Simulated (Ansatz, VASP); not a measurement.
# NbP: VASP beside Ansatz

```
Nb P
1.0
    -1.65805    1.65805    5.62552
     1.65805   -1.65805    5.62552
     1.65805    1.65805   -5.62552
Nb P
2 2
Direct
  0.75025 0.75025 0.00000
  0.50025 0.00025 0.50000
  0.33238 0.33238 0.00000
  0.08238 0.58238 0.50000
```

Alike in both runs: functional PBE; dispersion D3(BJ); k mesh 18 × 18 × 18; occupations gaussian, width 0.1 eV; no spin polarisation.

Ansatz relaxed the structure, and its values are those at the end. VASP's run is a single point on that final structure, the one shown.

```csv
,VASP,Ansatz
version,VASP 6.6.1,Ansatz 0.2.0
potentials or method,"VASP PAW PBE potentials, release 64 (Nb_sv, P), cutoff 520 eV","scalar-relativistic, plane waves, PAW"
valence electrons in the cell,36,36
```

```csv
,VASP,Ansatz,Ansatz less VASP
gap on the k mesh at the Fermi level (eV),none,none,-
pressure (GPa),-0.5,0.0,+0.44
```

A gap of «none» marks a metal or a gap that the smearing closes.
